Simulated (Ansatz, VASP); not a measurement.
This is a calculation of Ge for Ansatz 0.2.0.

Contents of input.yaml:

```yaml
crystal:
  lattice:
    - [-1.60842, 1.60842, 1.87318]
    - [1.60842, -1.60842, 1.87318]
    - [1.60842, 1.60842, -1.87318]
  atoms:
    - { symbol: Ge, position: [0.5, 0.5, 0.0] }
hamiltonian:
  xc: blyp
  pseudopotentials: { kind: paw }
  dispersion: d4
kpoints:
  mp_grid: { grid: [12, 12, 12] }
scf:
  occupations: { method: fermi_dirac, width: 0.05 }
output:
  forces: true
  stress: true
  eigenvalues: true
relax:
  f_tol: 0.01
  max_steps: 40
  cell: { stress_tol: 0.05 }
```

Potentials or basis: Ansatz PAW.

Run with:

```bash
$ ansatz run input.yaml --threads 2 --pin off --max-ram 5632MiB --backend cpu --events-out ev --progress --plain --runs-dir out
```

Q: Translate it to VASP 6.6.1. Potentials there: VASP PAW PBE potentials, release 64 (Ge_d).

A: As run (the cutoff follows the program's own potentials):

File INCAR:

```
SYSTEM = Ge
PREC = Accurate
ENCUT = 600
EDIFF = 1E-6
ISMEAR = -1
SIGMA = 0.05
LREAL = .False.
LASPH = .True.
NELM = 80
ALGO = Normal
ISIF = 3
LWAVE = .False.
LCHARG = .False.
GGA = B5
ALDAX = 1.0
AGGAX = 1.0
AGGAC = 1.0
ALDAC = 0.0
IVDW = 13
VDW_S6 = 1.0
VDW_S8 = 2.34076671
VDW_A1 = 0.44488865
VDW_A2 = 4.0933009
IBRION = 2
NSW = 60
EDIFFG = -0.01
```

Contents of KPOINTS:

```
Automatic mesh
0
Gamma
  12 12 12
  0 0 0
```

POSCAR

```
Ge
1.0
   -1.6084200000      1.6084200000      1.8731800000
    1.6084200000     -1.6084200000      1.8731800000
    1.6084200000      1.6084200000     -1.8731800000
Ge
1
Direct
    0.5000000000      0.5000000000      0.0000000000
```

Potentials or basis: VASP PAW PBE potentials, release 64 (Ge_d).

Command:

```sh
$ cat potpaw_PBE.64/Ge_d/POTCAR > POTCAR
$ mpirun -np 1 vasp_std > vasp.out
```

Both were run:

|  | VASP | Ansatz | Ansatz less VASP |
| --- | --- | --- | --- |
| gap on the k mesh at the Fermi level, each at its own relaxed structure (eV) | none | none | - |
| relaxed volume (Å³/atom) | 22.50 | 22.50 | +0.001 |
| relaxed cell length with the largest relative difference (Å) | 3.107 | 3.107 | -0.0004 |

VASP's potentials were made for PBE, not for BLYP. A gap of «none» marks a metal or a gap that the smearing closes.

Noted on VASP's run: the volume moved by over 15 % at a fixed basis, so the end points are rough. Noted on Ansatz's run: the volume moved by over 15 % at a fixed basis, so the end points are rough; the plane-wave basis is chosen anew once the cell has moved, so the energies of steps on either side of that aren't comparable.
